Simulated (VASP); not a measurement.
Al:

```xyz
2
Lattice="0.0000 2.7030 2.7030 2.7030 0.0000 2.7030 2.7030 2.7030 0.0000" Properties=species:S:1:pos:R:3 pbc="T T T"
Al   -0.6758   -0.6758   -0.6758
Al    0.6758    0.6758    0.6758
```

```yaml
Program: VASP 6.6.1
Task: relaxation of cell and atoms
Functional: LDA
Potentials_or_basis: VASP PAW LDA potentials, release 64 (Al)
Cutoff: 600 eV
k_mesh: 12 × 12 × 12
Occupations: fermi-dirac, width 0.08 eV
Spin: no spin polarisation
```

At the start: pressure 21.2 GPa; volume 19.75 Å³/atom.

Where does the relaxation end?

Over 4 steps the energy falls by 346.8 meV/atom and the volume is 26.40 Å³/atom (+33.7 %); space group Fd-3m (No. 227, to 0.05 Å).

Step by step:
```
step  energy change (eV)  largest force (eV/Å)  pressure (GPa)  volume (Å³)
   1              0.0000                0.0000           21.21        39.50
   2             -0.6649                0.0000           -2.40        56.41
   3             -0.6935                0.0000            0.21        52.51
   4             -0.6937                0.0000           -0.02        52.80
```

Final structure:
```
Al
1.0
     0.00000    2.97762    2.97762
     2.97762    0.00000    2.97762
     2.97762    2.97762    0.00000
Al
2
Direct
  0.87500 0.87500 0.87500
  0.12500 0.12500 0.12500
```

Caveat: the volume moved by over 15 % at a fixed basis, so the end points are rough.
